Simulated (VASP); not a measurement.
Set up this calculation in VASP 6.6.1, as the native input.

| Property | Result |
| --- | --- |
| Task | relaxation of cell and atoms |
| Functional | PBEsol |
| Potentials or basis | VASP PAW PBE potentials, release 64 (Hf_pv, N) |
| Cutoff | 600 eV |
| k mesh | 9 × 9 × 9 |
| Occupations | methfessel-paxton, width 0.1 eV |
| Spin | no spin polarisation |
| Target pressure | 10 GPa |
| Dipole correction | no |
| Further INCAR settings | ALGO = Normal; EDIFF = 1e-06; IBRION = 2; EDIFFG = -0.02; NSW = 60; ISIF = 3 |

The structure of HfN lies in POSCAR:

```
HfN
1.0
    0.0000000000      2.2560000000      2.2560000000
    2.2560000000      0.0000000000      2.2560000000
    2.2560000000      2.2560000000      0.0000000000
Hf N
1 1
Direct
    0.0000000000      0.0000000000      0.0000000000
    0.5000000000      0.5000000000      0.5000000000
```

The input as run:

INCAR

```
SYSTEM = HfN
  PREC = Accurate
  ENCUT = 600
  EDIFF = 1E-6
  ISMEAR = 1
  SIGMA = 0.1
  LREAL = .FALSE.
  LASPH = .TRUE.
  NELM = 100
  ALGO = Normal
  ISIF = 3
  LWAVE = .FALSE.
  LCHARG = .FALSE.
  GGA = PS
  IBRION = 2
  NSW = 60
  EDIFFG = -0.02
  PSTRESS = 100.0
```

KPOINTS

```
regular mesh
0
G
  9 9 9
  0 0 0
```

Potentials or basis: VASP PAW PBE potentials, release 64 (Hf_pv, N).

Command:

```bash
$ cat potpaw_PBE.64/Hf_pv/POTCAR potpaw_PBE.64/N/POTCAR > POTCAR
$ mpirun -np 1 vasp_std > vasp.out
```

Results of the run:

```json
{
  "Relaxed volume": "10.96 Å³/atom",
  "Relaxed cell": "a = 3.141 Å, b = 3.141 Å, c = 3.141 Å, α = 60.00°, β = 60.00°, γ = 60.00°",
  "Space group after relaxing (to 0.05 Å)": "Fm-3m (No. 225)",
  "Energy change on relaxing (the enthalpy is what falls)": "+8.4 meV/atom",
  "Ionic steps": "4",
  "Pressure after relaxing": "9.9 GPa"
}
```

Caveat: the cell is relaxed towards a set pressure, so the enthalpy falls and the energy may rise; the PAW data sets were made with another functional, which shifts forces and pressure a little.

Wall time 53 s on 1 thread of AMD EPYC 7R43 64-Core Processor (Zen 3), on a shared host, peak memory 0.13 GiB.
